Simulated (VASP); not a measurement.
# BeS (F-43m) in VASP: further runs, part 2 of 2

VASP 6.6.1.

## 4. Single point, PBE (volume scaled by 0.97)

Input file INCAR:

```
SYSTEM = BeS
ALGO = Normal
EDIFF = 1E-6
ENCUT = 600
GGA = PE
GGA_COMPAT = .FALSE.
ISIF = 2
ISMEAR = 0
LASPH = .TRUE.
LCHARG = .FALSE.
LREAL = .FALSE.
LWAVE = .FALSE.
NBANDS = 11
NELM = 120
PREC = Accurate
SIGMA = 0.02
```

Input file KPOINTS:

```
k-points
0
G
  8 8 8
  0 0 0
```

Input file POSCAR:

```
BeS
1.0
    0.0000000000      2.4134358902      2.4134358902
    2.4134358902      0.0000000000      2.4134358902
    2.4134358902      2.4134358902      0.0000000000
Be S
1 1
Direct
    0.5000000000      0.5000000000      0.5000000000
    0.2500000000      0.2500000000      0.2500000000
```

Potentials or basis: VASP PAW PBE potentials, release 64 (Be, S).

The run is started by

```
$ cat potpaw_PBE.64/Be/POTCAR potpaw_PBE.64/S/POTCAR > POTCAR
$ mpirun -np 1 vasp_std > vasp.out
```

OUTCAR:

```text
SYSTEM = BeS
   EDIFF = 1E-6
   ENCUT = 600
   GGA = PE
   ISIF = 2
   ISMEAR = 0
   LASPH = .TRUE.
   LREAL = .FALSE.
   NELM = 120
   PREC = Accurate

 ion  position               nearest neighbor table
   1  0.500  0.500  0.500-   2 2.09   2 2.09   2 2.09   2 2.09
   2  0.250  0.250  0.250-   1 2.09   1 2.09   1 2.09   1 2.09

  LATTYP: Found a face centered cubic cell.
 ALAT       =     4.8268717804

  Lattice vectors:

 A1 = (   0.0000000000,   2.4134358902,   2.4134358902)
 A2 = (   2.4134358902,   0.0000000000,   2.4134358902)
 A3 = (   2.4134358902,   2.4134358902,   0.0000000000)

Analysis of symmetry for initial positions (statically):
=====================================================================
 Subroutine PRICEL returns:
 Original cell was already a primitive cell.

 Routine SETGRP: Setting up the symmetry group for a
 face centered cubic supercell.

 Subroutine GETGRP returns: Found 24 space group operations
 (whereof 24 operations were pure point group operations)
 out of a pool of 48 trial point group operations.

The static configuration has the point symmetry T_d .

Analysis of symmetry for dynamics (positions and initial velocities):
=====================================================================
 Subroutine PRICEL returns:
 Original cell was already a primitive cell.

 Routine SETGRP: Setting up the symmetry group for a
 face centered cubic supercell.

 Subroutine GETGRP returns: Found 24 space group operations
 (whereof 24 operations were pure point group operations)
 out of a pool of 48 trial point group operations.

The dynamic configuration has the point symmetry T_d .

 Subroutine INISYM returns: Found 24 space group operations
 (whereof 24 operations are pure point group operations),
 and found     1 'primitive' translations

----------------------------------------------------------------------------------------

                                     Primitive cell

  volume of cell :      28.1149

  direct lattice vectors                    reciprocal lattice vectors
     0.000000000  2.413435890  2.413435890    -0.207173516  0.207173516  0.207173516
     2.413435890  0.000000000  2.413435890     0.207173516 -0.207173516  0.207173516
     2.413435890  2.413435890  0.000000000     0.207173516  0.207173516 -0.207173516

  length of vectors
     3.413113768  3.413113768  3.413113768     0.358835056  0.358835056  0.358835056

  position of ions in fractional coordinates (direct lattice)
     0.500000000  0.500000000  0.500000000
     0.250000000  0.250000000  0.250000000

  ion indices of the primitive-cell ions
   primitive index   ion index
                 1           1
                 2           2

----------------------------------------------------------------------------------------

 KPOINTS: k-points

Automatic generation of k-mesh.
 Grid dimensions read from file:
 generate k-points for:    8    8    8

 Generating k-lattice:

  Cartesian coordinates                     Fractional coordinates (reciprocal lattice)
    -0.025896690  0.025896690  0.025896690     0.125000000  0.000000000  0.000000000
     0.025896690 -0.025896690  0.025896690     0.000000000  0.125000000  0.000000000
     0.025896690  0.025896690 -0.025896690     0.000000000  0.000000000  0.125000000

  Length of vectors
     0.044854382  0.044854382  0.044854382

  Shift w.r.t. Gamma in fractional coordinates (k-lattice)
     0.000000000  0.000000000  0.000000000

 Subroutine IBZKPT returns following result:
 ===========================================

 Found     29 irreducible k-points:

 Following reciprocal coordinates:
            Coordinates               Weight
  0.000000  0.000000  0.000000      1.000000
  0.125000  0.000000  0.000000      8.000000
  0.250000  0.000000  0.000000      8.000000
  0.375000  0.000000  0.000000      8.000000
  0.500000  0.000000  0.000000      4.000000
  0.125000  0.125000  0.000000      6.000000
[... 16 lines left out ...]
  0.500000  0.250000  0.125000     48.000000
 -0.375000  0.250000  0.125000     24.000000
 [... further k-points ...]
   k-points           NKPTS =     29   k-points in BZ     NKDIM =     29   number of bands    NBANDS=     11
   number of dos      NEDOS =    301   number of ions     NIONS =      2
   total plane-waves  NPLWV =  21952
   dimension x,y,z NGX =    28 NGY =   28 NGZ =   28
   dimension x,y,z NGXF=    56 NGYF=   56 NGZF=   56
   ions per type =               1   1
   NGX,Y,Z   is equivalent  to a cutoff of  13.64, 13.64, 13.64 a.u.
   NGXF,Y,Z  is equivalent  to a cutoff of  27.28, 27.28, 27.28 a.u.
 SYSTEM =  BeS
   PREC   = accura    normal or accurate (medium, high low for compatibility)
   ISTART =      0    job   : 0-new  1-cont  2-samecut
   ICHARG =      2    charge: 1-file 2-atom 10-const
   ISPIN  =      1    spin polarized calculation?
   LNONCOLLINEAR =      F non collinear calculations
   LSORBIT =      F    spin-orbit coupling
   LASPH  =      T    aspherical Exc in radial PAW
   ENCUT  =  600.0 eV  44.10 Ry    6.64 a.u.   6.82  6.82  6.82*2*pi/ulx,y,z
   NELM   =    120;   NELMIN=  2; NELMDL= -5     # of ELM steps
   EDIFF  = 0.1E-05   stopping-criterion for ELM
   LREAL  =      F    real-space projection
   EDIFFG = 0.1E-04   stopping-criterion for IOM
   NSW    =      0    number of steps for IOM
   IBRION =     -1    ionic relax: 0-MD 1-quasi-New 2-CG
   NFREE  =      0    steps in history (QN), initial steepest desc. (CG)
   ISIF   =      2    stress and relaxation
   ISYM   =      2    0-nonsym 1-usesym 2-fastsym
   POTIM  = 0.5000    time-step for ionic-motion
   TEBEG  =    0.0;   TEEND  =   0.0 temperature during run
   PSTRESS=    0.0 pullay stress
   NELECT =       8.0000    total number of electrons
   NUPDOWN=      -1.0000    fix difference up-down
   EMIN   =  10.00;   EMAX   =-10.00  energy-range for DOS
   EFERMI =   0.00;   METHOD = LEGACY
   ISMEAR =     0;   SIGMA  =   0.02  broadening in eV -4-tet -1-fermi 0-gaus
   EFERMI_NEDOS =   21; number of points for ismear=-14 and -15
   IALGO  =     38    algorithm
   IMIX   =      4    mixing-type and parameters
     AMIX     =   0.40;   BMIX     =  1.00
     AMIX_MAG =   1.60;   BMIX_MAG =  1.00
  volume/ion in A,a.u.               =      14.06        94.86
  Fermi-wavevector in a.u.,A,eV,Ry     =   1.076777  2.034813 15.775254  1.159448
  Thomas-Fermi vector in A             =   2.212671
   LORBIT       =      0    0 simple, 1 ext, 2 COOP (PROOUT), +10 PAW based schemes
   GGA     = PE    functional components
   LHFCALC =     F    Hartree Fock is set to
   AEXX    =    0.0000 exact exchange contribution
   IVDW    =     0    specifies the selected vdW correction
   LEPSILON=     F    determine dielectric tensor
   LRPA    =     F    only Hartree local field effects (RPA)
 non-spin polarized calculation
 Gauss-broadening in eV      SIGMA  =   0.02
  energy-cutoff  :      600.00
  volume of cell :       28.11
 maximum number of plane-waves:       960
   NGX = 13   NGY = 13   NGZ = 13

 number of electron       8.0000000 magnetization

 Free energy of the ion-electron system (eV)
  ---------------------------------------------------
  ext. energy  EPLUGINS =         0.00000000
  ---------------------------------------------------
  free energy    TOTEN  =       -10.00535411 eV

  energy without entropy =      -10.00535411  energy(sigma->0) =      -10.00535411

 E-fermi :   4.4400     XC(G=0):  -9.7902

 val. band max:        4.3242544751   @ k =   0.0000   0.0000   0.0000
 cond. band min:       7.4025319108   @ k =   0.5000   0.5000   0.0000
 fundamental gap:      3.0782774358
 Fermi energy:         4.4400428583

 k-point     1 :       0.0000    0.0000    0.0000
  band No.  band energies     occupation
      1      -9.4656      2.00000
      2       4.3243      2.00000
      3       4.3243      2.00000
      4       4.3243      2.00000
      5       9.9875      0.00000
      6       9.9875      0.00000
      7       9.9875      0.00000
      8      10.3329      0.00000
      9      17.1657      0.00000
     10      17.1657      0.00000
     11      19.3088      0.00000
[... 309 lines left out ...]
 k-point    24 :      -0.3750    0.2500    0.1250
  band No.  band energies     occupation
      1      -7.5325      2.00000
      2      -1.0150      2.00000
      3       1.5030      2.00000
      4       2.4487      2.00000
      5      10.4164      0.00000
      6      10.9515      0.00000
      7      13.5276      0.00000
      8      14.9108      0.00000
      9      15.8362      0.00000
     10      19.7392      0.00000
     11      20.4244      0.00000

 [... further k-points ...]
[... 5 lines left out ...]
  --------------------------------------------------------------------------------------
  -------------------------------------------------------------------------------------
  Total        0.5340559      0.5340559      0.5340559     -0.0000000      0.0000000     -0.0000000
  in kB       30.4340691     30.4340691     30.4340691     -0.0000000      0.0000000     -0.0000000
  external PRESSURE =      30.4340691 kB  Pullay stress =       0.0000000 kB

 VOLUME and BASIS-vectors are now :
 -----------------------------------------------------------------------------
  energy-cutoff  :      600.00
  volume of cell :       28.11
      direct lattice vectors                 reciprocal lattice vectors
     0.000000000  2.413435890  2.413435890    -0.207173516  0.207173516  0.207173516
     2.413435890  0.000000000  2.413435890     0.207173516 -0.207173516  0.207173516
     2.413435890  2.413435890  0.000000000     0.207173516  0.207173516 -0.207173516

 POSITION                                       TOTAL-FORCE (eV/Angst)
 -----------------------------------------------------------------------------------
      2.41344      2.41344      2.41344         0.000000      0.000000      0.000000
      1.20672      1.20672      1.20672        -0.000000     -0.000000     -0.000000
 -----------------------------------------------------------------------------------
    total drift:                               -0.000000     -0.000000     -0.000000

  FREE ENERGIE OF THE ION-ELECTRON SYSTEM (eV)
  ---------------------------------------------------
  free  energy   TOTEN  =       -10.0053541143 eV

  energy  without entropy=      -10.0053541143  energy(sigma->0) =      -10.00535411
```

OSZICAR:

```text
N       E                     dE             d eps       ncg     rms          rms(c)
DAV:   1     0.232035036325E+02    0.23204E+02   -0.40200E+03   638   0.697E+02
DAV:   2    -0.895093779107E+01   -0.32154E+02   -0.31247E+02   869   0.124E+02
DAV:   3    -0.101807920047E+02   -0.12299E+01   -0.12273E+01   843   0.243E+01
DAV:   4    -0.101881804545E+02   -0.73884E-02   -0.73868E-02   792   0.216E+00
DAV:   5    -0.101882455904E+02   -0.65136E-04   -0.65135E-04   863   0.197E-01    0.578E+00
DAV:   6    -0.100476195823E+02    0.14063E+00   -0.11498E-01   757   0.166E+00    0.393E+00
DAV:   7    -0.100040627857E+02    0.43557E-01   -0.12425E-01   809   0.187E+00    0.981E-01
DAV:   8    -0.100052214795E+02   -0.11587E-02   -0.66015E-03   816   0.428E-01    0.151E-01
DAV:   9    -0.100053146962E+02   -0.93217E-04   -0.50162E-04   808   0.144E-01    0.322E-02
DAV:  10    -0.100053476897E+02   -0.32993E-04   -0.64468E-05   772   0.441E-02    0.101E-02
DAV:  11    -0.100053538653E+02   -0.61756E-05   -0.16902E-05   762   0.220E-02    0.820E-03
DAV:  12    -0.100053541143E+02   -0.24908E-06   -0.39605E-07   633   0.461E-03
   1 F= -.10005354E+02 E0= -.10005354E+02  d E =-.183597E-18
```

stdout:

```text
POSCAR found type information on POSCAR BeS
 POSCAR found :  2 types and       2 ions
 scaLAPACK will be used
 LDA part: xc-table for (Slater+PW92), standard interpolation
 POSCAR, INCAR and KPOINTS ok, starting setup
 FFT: planning ... GRIDC
 FFT: planning ... GRID_SOFT
 FFT: planning ... GRID
 WAVECAR not read
 entering main loop
```

It took 10 s on 1 thread of Intel Xeon Platinum 8259CL at 2.50GHz (Skylake/Cascade Lake), shared host; peak memory 0.15 GiB.

Results:

- Free energy: -10.0054 eV
- Pressure: 3.0 GPa
- Band gap on the k mesh: 3.08 eV, indirect (least direct gap 5.66 eV)

 A k mesh can miss the band edges.

## 5. Summary

| cell | smearing | gap on the mesh (eV) | pressure (GPa) |
| --- | --- | --- | --- |
| a = 3.304 Å, angles 60.0°, 2 atoms | gaussian 0.02 eV | 2.83 | 15.1 |
| a = 3.448 Å, angles 60.0°, 2 atoms | gaussian 0.01 eV | 3.15 | 0.0 |
| a = 3.413 Å, angles 60.0°, 2 atoms | gaussian 0.02 eV | 3.08 | 3.0 |

Alike in all rows: task single point; level PBE; potentials or basis VASP PAW PBE potentials, release 64 (Be, S); no spin polarisation; k mesh 8 × 8 × 8; cutoff (eV) 600.

Total energies depend on the potentials used, so only differences within one code and one set of settings carry meaning.
